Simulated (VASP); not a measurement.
Wanted: the native input for a VASP 6.6.1 run.

```yaml
Task: single point
Functional: r2SCAN
Potentials_or_basis: VASP PAW PBE potentials, release 64 (Al, As)
Cutoff: 550 eV
k_mesh: 8 × 8 × 8
Occupations: gaussian, width 0.01 eV
Spin: no spin polarisation
Dipole_correction: no
Further_INCAR_settings: ALGO = Normal; EDIFF = 1e-06; NBANDS = 11
```

Crystal: AlAs.

```
CELL_PARAMETERS angstrom
0.00000 2.83892 2.83892
2.83892 0.00000 2.83892
2.83892 2.83892 0.00000
ATOMIC_POSITIONS crystal
Al 0.00000 0.00000 0.00000
As 0.25000 0.25000 0.25000
```

One way to write it, as run:

POSCAR

```
AlAs
1.0
    0.0000000000      2.8389245968      2.8389245968
    2.8389245968      0.0000000000      2.8389245968
    2.8389245968      2.8389245968      0.0000000000
Al As
1 1
Direct
    0.0000000000      0.0000000000      0.0000000000
    0.2500000000      0.2500000000      0.2500000000
```

INCAR.step1

```
  PREC = Accurate
  ENCUT = 550
  ISMEAR = 0
  SIGMA = 0.01
  LREAL = False
  LASPH = True
  NELM = 120
  NBANDS = 11
  GGA = PE
  ALGO = Normal
  EDIFF = 1E-5
  LWAVE = True
  LCHARG = False
  GGA_COMPAT = False
```

INCAR.step2

```
  PREC = Accurate
  ENCUT = 550
  EDIFF = 1E-6
  ISMEAR = 0
  SIGMA = 0.01
  LREAL = False
  LASPH = True
  NELM = 120
  ALGO = Normal
  ISIF = 2
  LWAVE = False
  LCHARG = True
  METAGGA = R2SCAN
  LMIXTAU = True
  LELF = True
  LVHAR = True
  NBANDS = 11
  ISTART = 1
  GGA_COMPAT = False
```

KPOINTS

```
Automatic mesh
0
Gamma
  8 8 8
```

Potentials or basis: VASP PAW PBE potentials, release 64 (Al, As).

Run with:

```sh
$ cat potpaw_PBE.64/Al/POTCAR potpaw_PBE.64/As/POTCAR > POTCAR
$ cp INCAR.step1 INCAR
$ mpirun -np 1 vasp_std > vasp.out
$ cp INCAR.step2 INCAR
$ mpirun -np 1 vasp_std > vasp.out
```

It gave:

```json
{"Pressure": "0.0 GPa", "Band gap on the k mesh": "1.81 eV, indirect (least direct gap 2.63 eV)"}
```

Caveat: the PAW data sets were made with another functional, which shifts forces and pressure a little.

Run time: 30 s on 1 thread of Intel(R) Xeon(R) 6975P-C (Granite Rapids), on a shared host, peak memory 0.19 GiB.
